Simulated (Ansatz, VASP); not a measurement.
PbO: VASP beside Ansatz

The input POSCAR:

```
PbO
1.0
    3.2713116536      0.0000000000      0.0000000000
    0.0000000000      3.2713116536      0.0000000000
    0.0000000000      0.0000000000      3.2713116536
Pb O
1 1
Direct
    0.0000000000      0.0000000000      0.0000000000
    0.5000000000      0.5000000000      0.5000000000
```

File INCAR.step1:

```
SYSTEM = PbO
  PREC = Accurate
  ENCUT = 600
  ISMEAR = -1
  SIGMA = 0.08
  LREAL = .False.
  LASPH = .True.
  NELM = 60
  GGA = PE
  ALGO = Normal
  EDIFF = 1E-4
  LWAVE = .True.
  LCHARG = .False.
```

File INCAR.step2:

```
SYSTEM = PbO
  PREC = Accurate
  ENCUT = 600
  EDIFF = 1E-7
  ISMEAR = -1
  SIGMA = 0.08
  LREAL = .False.
  LASPH = .True.
  NELM = 60
  ALGO = Normal
  ISIF = 3
  LWAVE = .False.
  LCHARG = .False.
  METAGGA = R2SCAN
  LMIXTAU = .True.
  IBRION = 2
  NSW = 60
  EDIFFG = -0.005
  ISTART = 1
```

Contents of KPOINTS:

```
Automatic mesh
0
Gamma
  13 13 13
  0 0 0
```

Input for Ansatz:

```yaml
crystal:
  lattice:
    - [3.2713116536, 0.0, 0.0]
    - [0.0, 3.2713116536, 0.0]
    - [0.0, 0.0, 3.2713116536]
  atoms:
    - { symbol: Pb, position: [0.0, 0.0, 0.0] }
    - { symbol: O, position: [0.5, 0.5, 0.5] }
kpoints:
  mp_grid: { grid: [13, 13, 13] }
scf:
  occupations: { method: fermi_dirac, width: 0.08 }
hamiltonian:
  xc: r2scan
  pseudopotentials: { kind: paw }
output:
  forces: true
  stress: true
relax:
  f_tol: 0.005
  max_steps: 40
  cell: {}
```

Alike in both runs: task relaxation of cell and atoms; functional r2SCAN; k mesh 13 × 13 × 13; occupations fermi-dirac, width 0.08 eV; no spin polarisation.

|  | VASP | Ansatz |
| --- | --- | --- |
| version | VASP 6.6.1 | Ansatz 0.2.0 |
| potentials or method | VASP PAW PBE potentials, release 64 (Pb_d, O) | PAW with Ansatz's default frozen-core files, scalar-relativistic |
| plane-wave cutoff (eV) | 600 | 500 |
| valence electrons in the cell | 20 | 20 |

```csv
,VASP,Ansatz,Ansatz less VASP
relaxed volume (Å³/atom),16.10,16.07,-0.024
relaxed cell length with the largest relative difference (Å),3.181,3.179,-0.0016
```

VASP's potentials were made for PBE, not for r2SCAN.

Spin-orbit coupling is off throughout.
